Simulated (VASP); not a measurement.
# C: single point with PBE

C:

```
CELL_PARAMETERS angstrom
0.00000 1.79862 1.88747
1.79862 0.00000 1.88747
1.79862 1.79862 0.00000
ATOMIC_POSITIONS crystal
C 0.50000 0.50000 0.50000
C 0.75000 0.75000 0.75000
```

This cell differs from its parent crystal: volume 6.106 Å^3 an atom, c/a of the conventional cell 1.0494.

```json
{
  "Program": "VASP 6.6.1",
  "Task": "single point",
  "Functional": "PBE",
  "Potentials or basis": "VASP PAW PBE potentials, release 64 (C)",
  "Cutoff": "520 eV",
  "k mesh": "12 × 12 × 12",
  "Occupations": "gaussian, width 0.05 eV",
  "Spin": "no spin polarisation",
  "Dipole correction": "no",
  "Further INCAR settings": "ALGO = Normal; EDIFF = 1e-07; NBANDS = 11"
}
```

The pressure is -26.0 GPa and the band gap on the k mesh is 3.41 eV, indirect (least direct gap 4.97 eV).

Stress tensor (GPa, compression positive):
```
-11.54   0.00   0.00
  0.00 -11.54   0.00
  0.00   0.00 -54.86
```

Levels at points of the mesh, in eV from the valence-band top:
```csv
k point,band 1,band 2,band 3,band 4,band 5,band 6,band 7,band 8,band 9
"(0.00, 0.00, 0.00)",-20.75,-0.73,0.00,0.00,4.97,4.97,5.55,11.39,18.16
"(0.50, 0.00, 0.00)",-15.38,-12.82,-3.27,-2.44,6.84,8.07,8.51,14.77,20.58
"(0.50, 0.50, 0.00)",-12.95,-12.95,-5.65,-5.65,5.08,5.08,15.28,15.28,21.19
"(0.50, 0.00, 0.50)",-12.27,-12.27,-6.31,-6.31,4.02,4.02,15.44,15.44,21.78
```

Wall time 11 s on 1 thread of Intel(R) Xeon(R) Platinum 8488C (Sapphire Rapids), with other jobs on the host, peak memory 0.13 GiB.

 A k mesh can miss the band edges.
